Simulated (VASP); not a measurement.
Wanted: the native input for a VASP 6.6.1 run.

* Task: single point
* Functional: r2SCAN
* Potentials or basis: VASP PAW PBE potentials, release 64 (Zn, S)
* Cutoff: 520 eV
* k mesh: 12 × 12 × 12
* Occupations: fermi-dirac, width 0.05 eV
* Spin: no spin polarisation
* Dipole correction: no
* Further INCAR settings: ALGO = Normal; EDIFF = 1e-06; NBANDS = 16

The system is ZnS (zincblende type).

```
CELL_PARAMETERS angstrom
0.00000 2.20762 2.20762
2.20762 0.00000 2.20762
2.20762 2.20762 0.00000
ATOMIC_POSITIONS crystal
Zn 0.00000 0.00000 0.00000
S 0.25000 0.25000 0.25000
```

The input as run:

POSCAR

```
ZnS
1.0
    0.0000000000      2.2076215073      2.2076215073
    2.2076215073      0.0000000000      2.2076215073
    2.2076215073      2.2076215073      0.0000000000
Zn S
1 1
Direct
    0.0000000000      0.0000000000      0.0000000000
    0.2500000000      0.2500000000      0.2500000000
```

INCAR.step1

```
ALGO = Normal
EDIFF = 1E-4
ENCUT = 520
GGA = PE
ISMEAR = -1
LASPH = True
LCHARG = False
LREAL = False
LWAVE = True
NBANDS = 16
NELM = 100
PREC = Accurate
SIGMA = 0.05
```

INCAR.step2

```
ALGO = Normal
EDIFF = 1E-6
ENCUT = 520
ISIF = 2
ISMEAR = -1
ISTART = 1
LASPH = True
LCHARG = False
LMIXTAU = True
LREAL = False
LWAVE = False
METAGGA = R2SCAN
NBANDS = 16
NELM = 100
PREC = Accurate
SIGMA = 0.05
```

KPOINTS

```
k-points
0
Gamma
  12 12 12
```

Potentials or basis: VASP PAW PBE potentials, release 64 (Zn, S).

The run is started by

```console
$ cat potpaw_PBE.64/Zn/POTCAR potpaw_PBE.64/S/POTCAR > POTCAR
$ cp INCAR.step1 INCAR
$ mpirun -np 1 vasp_std > vasp.out
$ cp INCAR.step2 INCAR
$ mpirun -np 1 vasp_std > vasp.out
```

It gave:

The pressure is 174.6 GPa and the band gap on the k mesh is 1.72 eV (least direct gap 5.37 eV).

Caveat: the cell stands under pressure; the PAW data sets were made with another functional, which shifts forces and pressure a little.

Run time: 42 s on 1 thread of Intel(R) Xeon(R) Platinum 8488C (Sapphire Rapids), with other jobs on the host, peak memory 0.16 GiB.
